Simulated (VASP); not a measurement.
Set up this calculation in VASP 6.6.1, as the native input.

* Task: single point
* Functional: PBE
* Potentials or basis: VASP PAW PBE potentials, release 64 (Pb_d)
* Cutoff: 520 eV
* k mesh: 11 × 11 × 11
* Occupations: fermi-dirac, width 0.1 eV
* Spin: no spin polarisation
* Dipole correction: no
* Further INCAR settings: ALGO = Normal; EDIFF = 1e-07; NBANDS = 13

The structure of Pb lies in POSCAR:

```
Pb
1.0
    0.0000000000      2.5175937382      2.5175937382
    2.5175937382      0.0000000000      2.5175937382
    2.5175937382      2.5175937382      0.0000000000
Pb
1
Direct
    0.0000000000      0.0000000000      0.0000000000
```

One way to write it, as run:

INCAR

```
SYSTEM = Pb
PREC = Accurate
ENCUT = 520
EDIFF = 1E-7
ISMEAR = -1
SIGMA = 0.1
LREAL = .False.
LASPH = .True.
NELM = 60
ALGO = Normal
ISIF = 2
LWAVE = .False.
LCHARG = .False.
GGA = PE
NBANDS = 13
```

KPOINTS

```
regular mesh
0
Gamma
  11 11 11
  0 0 0
```

Potentials or basis: VASP PAW PBE potentials, release 64 (Pb_d).

Command:

```bash
$ cat potpaw_PBE.64/Pb_d/POTCAR > POTCAR
$ mpirun -np 1 vasp_std > vasp.out
```

Results of the run:

```yaml
Pressure: -0.1 GPa
Band_gap_on_the_k_mesh: zero (band 7 reaches 13.74 eV, above the bottom of band 8 at 5.37 eV)
```

Caveat: spin-orbit coupling is left out, which moves the levels of the heavy elements.

Run time: 26 s on 1 thread of Intel(R) Xeon(R) Platinum 8488C (Sapphire Rapids), with other jobs on the host, peak memory 0.16 GiB.
